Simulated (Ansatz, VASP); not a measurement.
**One calculation of Ga3As3CO, two programs**

The input INCAR:

```
ALGO = Normal
DIPOL = 0.5 0.5 0.323
EDIFF = 1E-6
ENCUT = 520
GGA = PE
IDIPOL = 3
ISIF = 2
ISMEAR = 0
IVDW = 12
LASPH = T
LCHARG = F
LDIPOL = T
LREAL = F
LWAVE = F
NBANDS = 42
NELM = 60
PREC = Accurate
SIGMA = 0.05
```

KPOINTS

```
k-points
0
Gamma
  7 5 1
```

The input POSCAR:

```
Ga3As3CO
1.0
    4.0137031111      0.0000000000      0.0000000000
    0.0000000000      5.6762333751      0.0000000000
    0.0000000000      0.0000000000     23.3352699083
Ga As O C
3 3 1 1
Direct
    0.5000000000      0.5000000000      0.1714143447
    0.0000000000      0.0653835255      0.2680035048
    0.5000000000      0.4894639609      0.3228546357
    0.0000000000      0.2500000000      0.1714143447
    0.5000000000      0.8102208698      0.2504948966
    0.0000000000      0.2887573198      0.3593388866
    0.1666666667      0.9554239865      0.4964703624
    0.1666666667      0.9554239865      0.5457519865
```

Input for Ansatz:

```yaml
crystal:
  lattice:
    - [4.0137031111, 0.0, 0.0]
    - [0.0, 5.6762333751, 0.0]
    - [0.0, 0.0, 23.3352699083]
  atoms:
    - { symbol: Ga, position: [0.5, 0.5, 0.1714143447] }
    - { symbol: As, position: [0.0, 0.25, 0.1714143447] }
    - { symbol: Ga, position: [0.0, 0.0653835255, 0.2680035048] }
    - { symbol: As, position: [0.5, 0.8102208698, 0.2504948966] }
    - { symbol: Ga, position: [0.5, 0.4894639609, 0.3228546357] }
    - { symbol: As, position: [0.0, 0.2887573198, 0.3593388866] }
    - { symbol: O, position: [0.1666666667, 0.9554239865, 0.4964703624] }
    - { symbol: C, position: [0.1666666667, 0.9554239865, 0.5457519865] }
basis:
  ecutwfc: 420
kpoints:
  mp_grid: { grid: [7, 5, 1] }
hamiltonian:
  xc: pbe
  pseudopotentials: { kind: paw, azcp: { folder: soft_1 } }
  dispersion: d3bj
scf:
  occupations: { method: gaussian, width: 0.05 }
output:
  forces: true
  eigenvalues: true
efield:
  axis: 3
  dipole_correction: true
  ramp_width: 0.04
```

Alike in both runs: task single point; functional PBE; dispersion D3(BJ); k mesh 7 × 5 × 1; occupations gaussian, width 0.05 eV; no spin polarisation.

```csv
,VASP,Ansatz
version,VASP 6.6.1,Ansatz 0.2.0
potentials or method,"VASP PAW PBE potentials, release 64 (Ga_d, As, O, C), cutoff 520 eV","scalar-relativistic, plane waves, PAW"
valence electrons in the cell,64,94
```

```csv
,VASP,Ansatz,Ansatz less VASP
gap on the k mesh at the Fermi level (eV),0.40,0.41,+0.008
least direct gap on the mesh (eV),0.75,0.76,+0.003
rms of the force components (eV/Å),0.378,0.545,+0.1663
```

One of these differences is far larger than is usual between the two programs; its cause wasn't traced. VASP's potentials hold 64 valence electrons a cell and Ansatz's 94, so a difference there can come from the potentials and not from the codes.

Noted on VASP's run: the standard files for N, O and F lose accuracy on very short bonds.
